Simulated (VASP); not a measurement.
# MnO (P6_3mc) in VASP: settings compared

The runs below take MnO through single point, with PBE, r2SCAN, PBE+U.

Program: VASP 6.6.1. These are calculated values, not measurements. Logs are shortened: lines on timing, memory, paths and dates and some standing lists are left out, and cuts for length are marked.

**1. The cell of the first run**

Symmetry: P6_3mc, No. 186, hexagonal system. The conventional cell has a = 3.372 Å, b = 3.372 Å, c = 5.386 Å, α = 90.00°, β = 90.00°, γ = 120.00°. Mn (site symmetry 3m) has 4 O at 1.96 to 2.08 Å within 2.6 Å. O (site symmetry 3m) has 4 Mn at 1.96 to 2.08 Å within 2.6 Å.

**2. Single point, PBE**

INCAR reads:

```
SYSTEM = MnO
PREC     = Accurate       ! precision mode
ENCUT    = 520            ! plane-wave cutoff, eV
EDIFF    = 1E-6           ! SCF threshold, eV
ISMEAR   = -1             ! smearing method
SIGMA    = 0.05           ! smearing width, eV
LREAL    = .FALSE.        ! projectors in reciprocal space
LASPH    = .TRUE.         ! aspherical terms in the spheres
NELM     = 80             ! most SCF steps
ALGO     = Normal         ! electronic algorithm
ISIF     = 2              ! what is computed and relaxed
LWAVE    = .FALSE.        ! write WAVECAR
LCHARG   = .FALSE.        ! write CHGCAR
GGA      = PE             ! functional
NBANDS   = 27             ! bands
```

KPOINTS reads:

```
Automatic mesh
0
G
  9 9 5
  0 0 0
```

POSCAR reads:

```
MnO
1.0
    3.3717000000      0.0000000000      0.0000000000
   -1.6858500000      2.9199778500      0.0000000000
    0.0000000000      0.0000000000      5.3855000000
Mn O
2 2
Direct
    0.3333333300      0.6666666700      0.0109600000
    0.6666666700      0.3333333300      0.5109600000
    0.3333333300      0.6666666700      0.3754700000
    0.6666666700      0.3333333300      0.8754700000
```

Potentials or basis: VASP PAW PBE potentials, release 64 (Mn_pv, O).

Started as:

```
> cat potpaw_PBE.64/Mn_pv/POTCAR potpaw_PBE.64/O/POTCAR > POTCAR
> mpirun -np 1 vasp_std > vasp.out
```

OUTCAR:

```text
SYSTEM = MnO
   PREC = Accurate
   ENCUT = 520
   EDIFF = 1E-6
   ISMEAR = -1
   LREAL = .FALSE.
   LASPH = .TRUE.
   NELM = 80
   ISIF = 2
   GGA = PE

 ion  position               nearest neighbor table
   1  0.333  0.667  0.011-   3 1.96   4 2.08   4 2.08   4 2.08
   2  0.667  0.333  0.511-   4 1.96   3 2.08   3 2.08   3 2.08
   3  0.333  0.667  0.375-   1 1.96   2 2.08   2 2.08   2 2.08
   4  0.667  0.333  0.875-   2 1.96   1 2.08   1 2.08   1 2.08

  LATTYP: Found a hexagonal cell.
 ALAT       =     3.3717000000
 C/A-ratio  =     1.5972654744

  Lattice vectors:

 A1 = (   3.3717000000,   0.0000000000,   0.0000000000)
 A2 = (  -1.6858500000,   2.9199778500,   0.0000000000)
 A3 = (   0.0000000000,   0.0000000000,   5.3855000000)

Analysis of symmetry for initial positions (statically):
=====================================================================
 Subroutine PRICEL returns:
 Original cell was already a primitive cell.

 Routine SETGRP: Setting up the symmetry group for a
 hexagonal supercell.

 Subroutine GETGRP returns: Found 12 space group operations
 (whereof  6 operations were pure point group operations)
 out of a pool of 24 trial point group operations.

The static configuration has the point symmetry C_3v.
 The point group associated with its full space group is C_6v.

Analysis of symmetry for dynamics (positions and initial velocities):
=====================================================================
 Subroutine PRICEL returns:
 Original cell was already a primitive cell.

 Routine SETGRP: Setting up the symmetry group for a
 hexagonal supercell.

 Subroutine GETGRP returns: Found 12 space group operations
 (whereof  6 operations were pure point group operations)
 out of a pool of 24 trial point group operations.

The dynamic configuration has the point symmetry C_3v.
 The point group associated with its full space group is C_6v.

 Subroutine INISYM returns: Found 12 space group operations
 (whereof  6 operations are pure point group operations),
 and found     1 'primitive' translations

----------------------------------------------------------------------------------------

                                     Primitive cell

  volume of cell :      53.0218

  direct lattice vectors                    reciprocal lattice vectors
     3.371700000  0.000000000  0.000000000     0.296586292  0.171234176  0.000000000
    -1.685850000  2.919977850  0.000000000     0.000000000  0.342468351  0.000000000
     0.000000000  0.000000000  5.385500000     0.000000000  0.000000000  0.185683781

  length of vectors
     3.371700000  3.371699997  5.385500000     0.342468351  0.342468351  0.185683781

  position of ions in fractional coordinates (direct lattice)
     0.333333330  0.666666670  0.010960000
     0.666666670  0.333333330  0.510960000
     0.333333330  0.666666670  0.375470000
     0.666666670  0.333333330  0.875470000

  ion indices of the primitive-cell ions
   primitive index   ion index
                 1           1
                 2           2
                 3           3
                 4           4

----------------------------------------------------------------------------------------

 KPOINTS: Automatic mesh

Automatic generation of k-mesh.
 Grid dimensions read from file:
 generate k-points for:    9    9    5

 Generating k-lattice:

  Cartesian coordinates                     Fractional coordinates (reciprocal lattice)
     0.032954032  0.019026020  0.000000000     0.111111111 -0.000000000  0.000000000
     0.000000000  0.038052039  0.000000000     0.000000000  0.111111111  0.000000000
     0.000000000  0.000000000  0.037136756     0.000000000  0.000000000  0.200000000

  Length of vectors
     0.038052039  0.038052039  0.037136756

  Shift w.r.t. Gamma in fractional coordinates (k-lattice)
     0.000000000  0.000000000  0.000000000

 Subroutine IBZKPT returns following result:
 ===========================================

 Found     36 irreducible k-points:

 Following reciprocal coordinates:
            Coordinates               Weight
  0.000000  0.000000  0.000000      1.000000
  0.111111 -0.000000  0.000000      6.000000
  0.222222 -0.000000  0.000000      6.000000
  0.333333 -0.000000  0.000000      6.000000
  0.444444 -0.000000  0.000000      6.000000
  0.111111  0.111111  0.000000      6.000000
[... 16 lines left out ...]
  0.333333  0.222222  0.200000     24.000000
  0.333333  0.333333  0.200000      4.000000
 [... further k-points ...]
   k-points           NKPTS =     36   k-points in BZ     NKDIM =     36   number of bands    NBANDS=     27
   number of dos      NEDOS =    301   number of ions     NIONS =      4
   total plane-waves  NPLWV =  31360
   dimension x,y,z NGX =    28 NGY =   28 NGZ =   40
   dimension x,y,z NGXF=    56 NGYF=   56 NGZF=   80
   ions per type =               2   2
   NGX,Y,Z   is equivalent  to a cutoff of  13.81, 13.81, 12.35 a.u.
   NGXF,Y,Z  is equivalent  to a cutoff of  27.61, 27.61, 24.70 a.u.
 SYSTEM =  MnO
   PREC   = accura    normal or accurate (medium, high low for compatibility)
   ISTART =      0    job   : 0-new  1-cont  2-samecut
   ICHARG =      2    charge: 1-file 2-atom 10-const
   ISPIN  =      1    spin polarized calculation?
   LNONCOLLINEAR =      F non collinear calculations
   LSORBIT =      F    spin-orbit coupling
   LASPH  =      T    aspherical Exc in radial PAW
   ENCUT  =  520.0 eV  38.22 Ry    6.18 a.u.   6.27  6.27 10.01*2*pi/ulx,y,z
   NELM   =     80;   NELMIN=  2; NELMDL= -5     # of ELM steps
   EDIFF  = 0.1E-05   stopping-criterion for ELM
   LREAL  =      F    real-space projection
   EDIFFG = 0.1E-04   stopping-criterion for IOM
   NSW    =      0    number of steps for IOM
   IBRION =     -1    ionic relax: 0-MD 1-quasi-New 2-CG
   NFREE  =      0    steps in history (QN), initial steepest desc. (CG)
   ISIF   =      2    stress and relaxation
   ISYM   =      2    0-nonsym 1-usesym 2-fastsym
   POTIM  = 0.5000    time-step for ionic-motion
   TEBEG  =    0.0;   TEEND  =   0.0 temperature during run
   PSTRESS=    0.0 pullay stress
   NELECT =      38.0000    total number of electrons
   NUPDOWN=      -1.0000    fix difference up-down
   EMIN   =  10.00;   EMAX   =-10.00  energy-range for DOS
   EFERMI =   0.00;   METHOD = LEGACY
   ISMEAR =    -1;   SIGMA  =   0.05  broadening in eV -4-tet -1-fermi 0-gaus
   EFERMI_NEDOS =   21; number of points for ismear=-14 and -15
   IALGO  =     38    algorithm
   IMIX   =      4    mixing-type and parameters
     AMIX     =   0.40;   BMIX     =  1.00
     AMIX_MAG =   1.60;   BMIX_MAG =  1.00
  volume/ion in A,a.u.               =      13.26        89.45
  Fermi-wavevector in a.u.,A,eV,Ry     =   1.465046  2.768535 29.202988  2.146359
  Thomas-Fermi vector in A             =   2.580949
   LORBIT       =      0    0 simple, 1 ext, 2 COOP (PROOUT), +10 PAW based schemes
   GGA     = PE    functional components
   LHFCALC =     F    Hartree Fock is set to
   AEXX    =    0.0000 exact exchange contribution
   IVDW    =     0    specifies the selected vdW correction
   LEPSILON=     F    determine dielectric tensor
   LRPA    =     F    only Hartree local field effects (RPA)
 non-spin polarized calculation
  energy-cutoff  :      520.00
  volume of cell :       53.02
 maximum number of plane-waves:      1442
 NGX is ok and might be reduce to    28
   NGX = 13   NGY = 13   NGZ = 21

 number of electron      37.9999997 magnetization

 Free energy of the ion-electron system (eV)
  ---------------------------------------------------
  ext. energy  EPLUGINS =         0.00000000
  ---------------------------------------------------
  free energy    TOTEN  =       -29.45079087 eV

  energy without entropy =      -29.37260663  energy(sigma->0) =      -29.41169875

 E-fermi :   5.1298     XC(G=0): -10.7763

 val. band max:        5.1213694371   @ k =   0.2222  -0.0000   0.0000
 cond. band min:       5.1347642678   @ k =   0.3333   0.2222   0.4000
 fundamental gap:      0.0133948308
 Fermi energy:         5.1298398178

 k-point     1 :       0.0000    0.0000    0.0000
  band No.  band energies     occupation
      1     -43.0706      2.00000
      2     -43.0291      2.00000
      3     -42.8749      2.00000
      4     -42.8749      2.00000
      5     -42.8683      2.00000
      6     -42.8683      2.00000
[... 19 lines left out ...]
     26      10.0777      0.00000
     27      11.7371      0.00000

 k-point     2 :       0.1111   -0.0000    0.0000
  band No.  band energies     occupation
      1     -43.0692      2.00000
      2     -43.0298      2.00000
      3     -42.8778      2.00000
      4     -42.8758      2.00000
      5     -42.8714      2.00000
      6     -42.8688      2.00000
[... 19 lines left out ...]
     26      10.5153      0.00000
     27      11.8159      0.00000

 k-point     3 :       0.2222   -0.0000    0.0000
  band No.  band energies     occupation
      1     -43.0652      2.00000
      2     -43.0321      2.00000
      3     -42.8850      2.00000
      4     -42.8792      2.00000
      5     -42.8780      2.00000
      6     -42.8702      2.00000
[... 19 lines left out ...]
     26      11.5900      0.00000
     27      12.0214      0.00000

 k-point     4 :       0.3333   -0.0000    0.0000
  band No.  band energies     occupation
      1     -43.0596      2.00000
      2     -43.0356      2.00000
      3     -42.8934      2.00000
      4     -42.8880      2.00000
      5     -42.8805      2.00000
      6     -42.8718      2.00000
[... 19 lines left out ...]
     26      12.1886      0.00000
     27      12.6727      0.00000
[... 516 lines left out ...]
      4     -42.8912      2.00000
      5     -42.8826      2.00000
      6     -42.8768      2.00000
[... 19 lines left out ...]
     26      11.5755      0.00000
     27      13.2084      0.00000

 k-point    23 :       0.3333    0.2222    0.2000
  band No.  band energies     occupation
      1     -43.0508      2.00000
      2     -43.0432      2.00000
      3     -42.8948      2.00000
      4     -42.8922      2.00000
      5     -42.8864      2.00000
      6     -42.8795      2.00000
[... 19 lines left out ...]
     26      11.7947      0.00000
     27      12.2560      0.00000

 k-point    24 :       0.3333    0.3333    0.2000
  band No.  band energies     occupation
      1     -43.0468      2.00000
      2     -43.0468      2.00000
      3     -42.8914      2.00000
      4     -42.8913      2.00000
      5     -42.8913      2.00000
      6     -42.8825      2.00000
[... 19 lines left out ...]
     26      12.1579      0.00000
     27      12.1579      0.00000

 [... further k-points ...]

------------------------ aborting loop because EDIFF is reached ----------------------------------------

  FORCE on cell =-STRESS in cart. coord.  units (eV):
  Direction    XX          YY          ZZ          XY          YZ          ZX
  --------------------------------------------------------------------------------------
  -------------------------------------------------------------------------------------
  Total      -10.3267884    -10.3267884     -7.8119538      0.0000000      0.0000000      0.0000000
  in kB     -312.0479609   -312.0479600   -236.0563752      0.0000000      0.0000000      0.0000000
  external PRESSURE =    -286.7174320 kB  Pullay stress =       0.0000000 kB

 VOLUME and BASIS-vectors are now :
 -----------------------------------------------------------------------------
  energy-cutoff  :      520.00
  volume of cell :       53.02
      direct lattice vectors                 reciprocal lattice vectors
     3.371700000  0.000000000  0.000000000     0.296586292  0.171234176  0.000000000
    -1.685850000  2.919977850  0.000000000     0.000000000  0.342468351  0.000000000
     0.000000000  0.000000000  5.385500000     0.000000000  0.000000000  0.185683781

 POSITION                                       TOTAL-FORCE (eV/Angst)
 -----------------------------------------------------------------------------------
     -0.00000      1.94665      0.05903         0.000000      0.000000     -0.333812
      1.68585      0.97333      2.75178        -0.000000     -0.000000     -0.333812
     -0.00000      1.94665      2.02209        -0.000000      0.000000      0.333812
      1.68585      0.97333      4.71484         0.000000     -0.000000      0.333812
 -----------------------------------------------------------------------------------
    total drift:                               -0.000025      0.000014      0.001582

  FREE ENERGIE OF THE ION-ELECTRON SYSTEM (eV)
  ---------------------------------------------------
  free  energy   TOTEN  =       -29.4507908653 eV

  energy  without entropy=      -29.3726066317  energy(sigma->0) =      -29.41169875
```

Run time: 22 s. Hardware: 1 thread of Intel Xeon 6975P-C (Granite Rapids), shared host; peak memory 0.19 GiB.

What came out:

- Free energy: -29.4508 eV
- Pressure: -28.7 GPa
- Largest force: 0.334 eV/Å
- Band gap on the k mesh: zero (bands 19 and 20 overlap by 0.38 eV)

Forces in eV/Å, atoms in the order of the input:
```
Mn   0.000  0.000 -0.334
Mn   0.000  0.000 -0.334
O    0.000  0.000  0.334
O    0.000  0.000  0.334
```

Caveat: the stress differs along the axes, from -31 to -24 GPa; the run has no spin polarisation, though such a crystal can be magnetic; semilocal functionals often make such compounds metallic where correlation or magnetic order opens a gap, which also shifts bond lengths.

(Continued in part 2 of 2.)

The gap in the log of VASP goes by the Fermi energy; the results here count the filled bands.